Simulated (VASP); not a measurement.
# Si12H6C in VASP: single point with PBE+D3(BJ)

Aim: the single point of Si12H6C with PBE+D3(BJ).

Program: VASP 6.6.1. These are calculated values, not measurements. Logs are shortened: lines on timing, memory, paths and dates and some standing lists are left out, and cuts for length are marked.

### Step 1. The cell of the first run

The cell holds a slab with vacuum, 38 atoms: a = 7.681 Å, b = 7.681 Å, c = 22.809 Å, α = 90.00°, β = 90.00°, γ = 90.00°.

### Step 2. Single point, PBE+D3(BJ)

The input, INCAR:

```
PREC = Accurate
ENCUT = 520
EDIFF = 1E-6
ISMEAR = 0
SIGMA = 0.05
LREAL = Auto
LASPH = T
NELM = 60
ALGO = Normal
ISIF = 2
LWAVE = F
LCHARG = F
LDIPOL = T
IDIPOL = 3
DIPOL = 0.5 0.5 0.511
GGA = PE
IVDW = 12
NBANDS = 83
```

The input, KPOINTS:

```
regular mesh
0
Gamma
  3 3 1
```

The input, POSCAR:

```
Si12H6C
1.0
    7.6805940000      0.0000000000      0.0000000000
    0.0000000000      7.6805940000      0.0000000000
    0.0000000000      0.0000000000     22.8087500000
Si H C
24 12 2
Direct
    0.0786396493      0.0000000000      0.6757036215
    0.1263784203      0.5000000000      0.6385820542
    0.3857721162      0.0000000000      0.6518780054
    0.4192029373      0.5000000000      0.6674175066
    0.0146677360      0.2311391152      0.6085299392
    0.0146677360      0.7688608848      0.6085299392
    0.4857426019      0.2610989630      0.6052853330
    0.4857426019      0.7389010370      0.6052853330
    0.2490987801      0.2476241501      0.5407542850
    0.2490987801      0.7523758499      0.5407542850
    0.7528215158      0.2487010155      0.5528390655
    0.7528215158      0.7512989845      0.5528390655
    0.2458934222      0.0000000000      0.4822456527
    0.2526194360      0.5000000000      0.4841502905
    0.7468763449      0.0000000000      0.4911100886
    0.7534378436      0.5000000000      0.4917308852
   -0.0086923783      0.0000000000      0.4274028554
   -0.0020036527      0.5000000000      0.4281068190
    0.5024043621      0.0000000000      0.4276554204
    0.5069421574      0.5000000000      0.4282769344
    0.0000000000      0.2500000000      0.3691570000
    0.0000000000      0.7500000000      0.3691570000
    0.5000000000      0.2500000000      0.3691570000
    0.5000000000      0.7500000000      0.3691570000
   -0.1510300000      0.2500000000      0.3288210000
    0.1510300000      0.2500000000      0.3288210000
   -0.1510300000      0.7500000000      0.3288210000
    0.1510300000      0.7500000000      0.3288210000
    0.3489700000      0.2500000000      0.3288210000
    0.6510300000      0.2500000000      0.3288210000
    0.3489700000      0.7500000000      0.3288210000
    0.6510300000      0.7500000000      0.3288210000
    0.4108628698     -0.1650019325      0.7513177930
    0.6353706585     -0.1624732409      0.7212870226
    0.4108628698      0.1650019325      0.7513177930
    0.6353706585      0.1624732409      0.7212870226
    0.5180302554     -0.0900464934      0.7325671067
    0.5180302554      0.0900464934      0.7325671067
```

Potentials or basis: VASP PAW PBE potentials, release 64 (Si, H, C).

The run is started by

```bash
$ cat potpaw_PBE.64/Si/POTCAR potpaw_PBE.64/H/POTCAR potpaw_PBE.64/C/POTCAR > POTCAR
$ mpirun -np 1 vasp_std > vasp.out
```

OUTCAR:

```text
PREC = Accurate
   ENCUT = 520
   EDIFF = 1E-6
   ISMEAR = 0
   LREAL = Auto
   LASPH = T
   NELM = 60
   ISIF = 2
   GGA = PE
   IVDW = 12
 IVDW          = 12

 ion  position               nearest neighbor table
   1  0.079  0.000  0.676-   5 2.40   6 2.40   3 2.42
   2  0.126  0.500  0.639-   5 2.34   6 2.34   4 2.34   9 3.10  10 3.10
   3  0.386  0.000  0.652-  37 2.21  38 2.21   7 2.40   8 2.40   1 2.42
   4  0.419  0.500  0.667-   2 2.34   7 2.37   8 2.37
   5  0.015  0.231  0.609-   2 2.34   9 2.38  11 2.38   1 2.40
   6  0.015  0.769  0.609-   2 2.34  10 2.38  12 2.38   1 2.40
   7  0.486  0.261  0.605-   9 2.34   4 2.37  11 2.38   3 2.40
   8  0.486  0.739  0.605-  10 2.34   4 2.37  12 2.38   3 2.40
   9  0.249  0.248  0.541-  13 2.32  14 2.33   7 2.34   5 2.38   2 3.10
  10  0.249  0.752  0.541-  13 2.32  14 2.33   8 2.34   6 2.38   2 3.10
  11  0.753  0.249  0.553-  15 2.37   7 2.38  16 2.38   5 2.38
  12  0.753  0.751  0.553-  15 2.37   8 2.38  16 2.38   6 2.38
  13  0.246  0.000  0.482-  17 2.32  10 2.32   9 2.32  19 2.33
  14  0.253  0.500  0.484-   9 2.33  10 2.33  20 2.33  18 2.34
  15  0.747  0.000  0.491-  19 2.37  12 2.37  11 2.37  17 2.37
  16  0.753  0.500  0.492-  18 2.37  12 2.38  11 2.38  20 2.38
  17  0.991  0.000  0.427-  13 2.32  21 2.34  22 2.34  15 2.37
  18  0.998  0.500  0.428-  14 2.34  21 2.34  22 2.34  16 2.37
  19  0.502  0.000  0.428-  13 2.33  23 2.34  24 2.34  15 2.37
  20  0.507  0.500  0.428-  14 2.33  23 2.35  24 2.35  16 2.38
  21  0.000  0.250  0.369-  25 1.48  26 1.48  17 2.34  18 2.34
  22  0.000  0.750  0.369-  27 1.48  28 1.48  17 2.34  18 2.34
  23  0.500  0.250  0.369-  29 1.48  30 1.48  19 2.34  20 2.35
  24  0.500  0.750  0.369-  31 1.48  32 1.48  19 2.34  20 2.35
  25  0.849  0.250  0.329-  21 1.48
  26  0.151  0.250  0.329-  21 1.48
  27  0.849  0.750  0.329-  22 1.48
  28  0.151  0.750  0.329-  22 1.48
  29  0.349  0.250  0.329-  23 1.48
  30  0.651  0.250  0.329-  23 1.48
  31  0.349  0.750  0.329-  24 1.48
  32  0.651  0.750  0.329-  24 1.48
  33  0.411  0.835  0.751-  37 1.09
  34  0.635  0.838  0.721-  37 1.09
  35  0.411  0.165  0.751-  38 1.09
  36  0.635  0.162  0.721-  38 1.09
  37  0.518  0.910  0.733-  34 1.09  33 1.09  38 1.38   3 2.21
  38  0.518  0.090  0.733-  36 1.09  35 1.09  37 1.38   3 2.21

  LATTYP: Found a simple tetragonal cell.
 ALAT       =     7.6805940000
 C/A-ratio  =     2.9696596383

  Lattice vectors:

 A1 = (   7.6805940000,   0.0000000000,   0.0000000000)
 A2 = (   0.0000000000,   7.6805940000,   0.0000000000)
 A3 = (   0.0000000000,   0.0000000000,  22.8087500000)

Analysis of symmetry for initial positions (statically):
=====================================================================
 Subroutine PRICEL returns:
 Original cell was already a primitive cell.

 Routine SETGRP: Setting up the symmetry group for a
 simple tetragonal supercell.

 Subroutine GETGRP returns: Found  2 space group operations
 (whereof  2 operations were pure point group operations)
 out of a pool of 16 trial point group operations.

The static configuration has the point symmetry C_1h.

Analysis of symmetry for dynamics (positions and initial velocities):
=====================================================================
 Subroutine PRICEL returns:
 Original cell was already a primitive cell.

 Routine SETGRP: Setting up the symmetry group for a
 simple tetragonal supercell.

 Subroutine GETGRP returns: Found  2 space group operations
 (whereof  2 operations were pure point group operations)
 out of a pool of 16 trial point group operations.

The dynamic configuration has the point symmetry C_1h.

 Subroutine INISYM returns: Found  2 space group operations
 (whereof  2 operations are pure point group operations),
 and found     1 'primitive' translations

----------------------------------------------------------------------------------------

                                     Primitive cell

  volume of cell :    1345.5229

  direct lattice vectors                    reciprocal lattice vectors
     7.680594000  0.000000000  0.000000000     0.130198263  0.000000000  0.000000000
     0.000000000  7.680594000  0.000000000     0.000000000  0.130198263  0.000000000
     0.000000000  0.000000000 22.808750000     0.000000000  0.000000000  0.043842823

  length of vectors
     7.680594000  7.680594000 22.808750000     0.130198263  0.130198263  0.043842823

  position of ions in fractional coordinates (direct lattice)
[... 89 lines left out ...]

  Cartesian coordinates                     Fractional coordinates (reciprocal lattice)
     0.043399421  0.000000000  0.000000000     0.333333333  0.000000000  0.000000000
     0.000000000  0.043399421  0.000000000     0.000000000  0.333333333  0.000000000
     0.000000000  0.000000000  0.043842823     0.000000000  0.000000000  1.000000000

  Length of vectors
     0.043399421  0.043399421  0.043842823

  Shift w.r.t. Gamma in fractional coordinates (k-lattice)
     0.000000000  0.000000000  0.000000000

 Subroutine IBZKPT returns following result:
 ===========================================

 Found      4 irreducible k-points:

 Following reciprocal coordinates:
            Coordinates               Weight
  0.000000  0.000000  0.000000      1.000000
  0.333333  0.000000  0.000000      2.000000
  0.000000  0.333333  0.000000      2.000000
  0.333333  0.333333  0.000000      4.000000
   k-points           NKPTS =      4   k-points in BZ     NKDIM =      4   number of bands    NBANDS=     83
   number of dos      NEDOS =    301   number of ions     NIONS =     38
   total plane-waves  NPLWV = 648000
   dimension x,y,z NGX =    60 NGY =   60 NGZ =  180
   dimension x,y,z NGXF=   120 NGYF=  120 NGZF=  360
   ions per type =              24  12   2
   NGX,Y,Z   is equivalent  to a cutoff of  12.99, 12.99, 13.12 a.u.
   NGXF,Y,Z  is equivalent  to a cutoff of  25.97, 25.97, 26.24 a.u.
 SYSTEM =  unknown system
   PREC   = accura    normal or accurate (medium, high low for compatibility)
   ISTART =      0    job   : 0-new  1-cont  2-samecut
   ICHARG =      2    charge: 1-file 2-atom 10-const
   ISPIN  =      1    spin polarized calculation?
   LNONCOLLINEAR =      F non collinear calculations
   LSORBIT =      F    spin-orbit coupling
   LASPH  =      T    aspherical Exc in radial PAW
   ENCUT  =  520.0 eV  38.22 Ry    6.18 a.u.  14.28 14.28 42.41*2*pi/ulx,y,z
   NELM   =     60;   NELMIN=  2; NELMDL= -5     # of ELM steps
   EDIFF  = 0.1E-05   stopping-criterion for ELM
   LREAL  =      T    real-space projection
   EDIFFG = 0.1E-04   stopping-criterion for IOM
   NSW    =      0    number of steps for IOM
   IBRION =     -1    ionic relax: 0-MD 1-quasi-New 2-CG
   NFREE  =      0    steps in history (QN), initial steepest desc. (CG)
   ISIF   =      2    stress and relaxation
   ISYM   =      2    0-nonsym 1-usesym 2-fastsym
   POTIM  = 0.5000    time-step for ionic-motion
   TEBEG  =    0.0;   TEEND  =   0.0 temperature during run
   PSTRESS=    0.0 pullay stress
   NELECT =     116.0000    total number of electrons
   NUPDOWN=      -1.0000    fix difference up-down
   EMIN   =  10.00;   EMAX   =-10.00  energy-range for DOS
   EFERMI =   0.00;   METHOD = LEGACY
   ISMEAR =     0;   SIGMA  =   0.05  broadening in eV -4-tet -1-fermi 0-gaus
   EFERMI_NEDOS =   21; number of points for ismear=-14 and -15
   IALGO  =     38    algorithm
   IMIX   =      4    mixing-type and parameters
     AMIX     =   0.40;   BMIX     =  1.00
     AMIX_MAG =   1.60;   BMIX_MAG =  1.00
  volume/ion in A,a.u.               =      35.41       238.95
  Fermi-wavevector in a.u.,A,eV,Ry     =   0.723209  1.366667  7.116271  0.523031
  Thomas-Fermi vector in A             =   1.813367
   LORBIT       =      0    0 simple, 1 ext, 2 COOP (PROOUT), +10 PAW based schemes
   GGA     = PE    functional components
   LHFCALC =     F    Hartree Fock is set to
   AEXX    =    0.0000 exact exchange contribution
   IVDW    =    12    specifies the selected vdW correction
   LEPSILON=     F    determine dielectric tensor
   LRPA    =     F    only Hartree local field effects (RPA)
 non-spin polarized calculation
 Gauss-broadening in eV      SIGMA  =   0.05
  energy-cutoff  :      520.00
  volume of cell :     1345.52
 maximum number of plane-waves:     36234
 NGX is ok and might be reduce to    60
   NGX = 29   NGY = 29   NGZ = 85

 dipolmoment           0.000000      0.000000      0.000011 electrons x Angstroem

 number of electron     116.0000001 magnetization

 dipolmoment           0.000000      0.000000     -0.170878 electrons x Angstroem

 Free energy of the ion-electron system (eV)
  ---------------------------------------------------
  ext. energy  EPLUGINS =         0.00000000
  ---------------------------------------------------
  free energy    TOTEN  =      -183.10670752 eV

  energy without entropy =     -183.10670752  energy(sigma->0) =     -183.10670752

 E-fermi :  -0.5346     XC(G=0):  -4.4685

 val. band max:       -0.8235692168   @ k =   0.3333   0.3333   0.0000
 cond. band min:      -0.0750002637   @ k =   0.0000   0.0000   0.0000
 fundamental gap:      0.7485689531
 Fermi energy:        -0.5346317376

 k-point     1 :       0.0000    0.0000    0.0000
  band No.  band energies     occupation
      1     -16.7390      2.00000
      2     -12.2002      2.00000
      3     -11.8316      2.00000
      4     -11.3158      2.00000
      5     -10.3141      2.00000
      6     -10.3001      2.00000
[... 281 lines left out ...]
     69       2.4079      0.00000
     70       2.4943      0.00000
 [bands above 70 left out]

------------------------ aborting loop because EDIFF is reached ----------------------------------------

 vacuum level on the upper side and lower side of the slab       (xc-potential included)        -0.358         0.175

 Edisp (eV)   -6.65262

 E8    (eV) :    -2.7331

  FORCE on cell =-STRESS in cart. coord.  units (eV):
  Direction    XX          YY          ZZ          XY          YZ          ZX
  --------------------------------------------------------------------------------------
  -------------------------------------------------------------------------------------
  Total       7.01798    -0.54386    -0.47026     0.00000     0.00000     0.04893
  in kB       8.35664    -0.64760    -0.55996     0.00000     0.00000     0.05826
  external pressure =        2.38 kB  Pullay stress =        0.00 kB

 VOLUME and BASIS-vectors are now :
 -----------------------------------------------------------------------------
  energy-cutoff  :      520.00
  volume of cell :     1345.52
      direct lattice vectors                 reciprocal lattice vectors
     7.680594000  0.000000000  0.000000000     0.130198263  0.000000000  0.000000000
     0.000000000  7.680594000  0.000000000     0.000000000  0.130198263  0.000000000
     0.000000000  0.000000000 22.808750000     0.000000000  0.000000000  0.043842823

 POSITION                                       TOTAL-FORCE (eV/Angst)
 -----------------------------------------------------------------------------------
      0.60400      0.00000     15.41195         0.000782      0.000000     -0.003964
      0.97066      3.84030     14.56526        -0.004707      0.000000     -0.006433
      2.96296      0.00000     14.86852         0.007063      0.000000      0.005354
      3.21973      3.84030     15.22296         0.006636      0.000000      0.002290
      0.11266      1.77529     13.87981         0.002868      0.007121     -0.003172
      0.11266      5.90531     13.87981         0.002868     -0.007121     -0.003172
[... 30 lines left out ...]
      3.97878      6.98898     16.70894        -0.006878     -0.044325     -0.001236
      3.97878      0.69161     16.70894        -0.006878      0.044325     -0.001236
 -----------------------------------------------------------------------------------
    total drift:                               -0.007293      0.000000      0.016180

  FREE ENERGIE OF THE ION-ELECTRON SYSTEM (eV)
  ---------------------------------------------------
  free  energy   TOTEN  =      -189.7593262086 eV

  energy  without entropy=     -189.7593262086  energy(sigma->0) =     -189.75932621

 vacuum level on the upper side and lower side of the slab         3.532         4.078
```

Run time: 30 min. Hardware: 1 thread of Intel Xeon Platinum 8375C at 2.90GHz (Ice Lake), shared host; peak memory 1.3 GiB.

Results:

* Free energy: -189.7593 eV
* Largest force: 0.299 eV/Å
* Band gap on the k mesh: 0.75 eV (least direct gap 0.91 eV)
* Dispersion energy per atom: -0.175 eV

Forces on the atoms (eV/Å):
```
Si   0.001  0.000 -0.004
Si  -0.005  0.000 -0.006
Si   0.007  0.000  0.005
Si   0.007  0.000  0.002
Si   0.003  0.007 -0.003
Si   0.003 -0.007 -0.003
Si  -0.005 -0.005 -0.008
Si  -0.005  0.005 -0.008
Si   0.001  0.001  0.001
Si   0.001 -0.001  0.001
Si  -0.003 -0.002 -0.002
Si  -0.003  0.002 -0.002
Si  -0.003  0.000  0.001
Si  -0.002  0.000  0.001
Si   0.002  0.000 -0.002
Si   0.004  0.000  0.002
Si   0.005  0.000  0.002
Si   0.000  0.000  0.003
Si   0.000  0.000  0.002
Si   0.001  0.000  0.000
Si  -0.296  0.032 -0.029
Si  -0.296 -0.032 -0.029
Si   0.290  0.036  0.007
Si   0.290 -0.036  0.007
H    0.121  0.047 -0.043
H   -0.092 -0.024  0.056
H    0.121 -0.047 -0.043
H   -0.092  0.024  0.056
H    0.093  0.028  0.056
H   -0.117 -0.015 -0.038
H    0.093 -0.028  0.056
H   -0.117  0.015 -0.038
H   -0.007 -0.011  0.005
H    0.011 -0.008 -0.001
H   -0.007  0.011  0.005
H    0.011  0.008 -0.001
C   -0.007 -0.044 -0.001
C   -0.007  0.044 -0.001
```
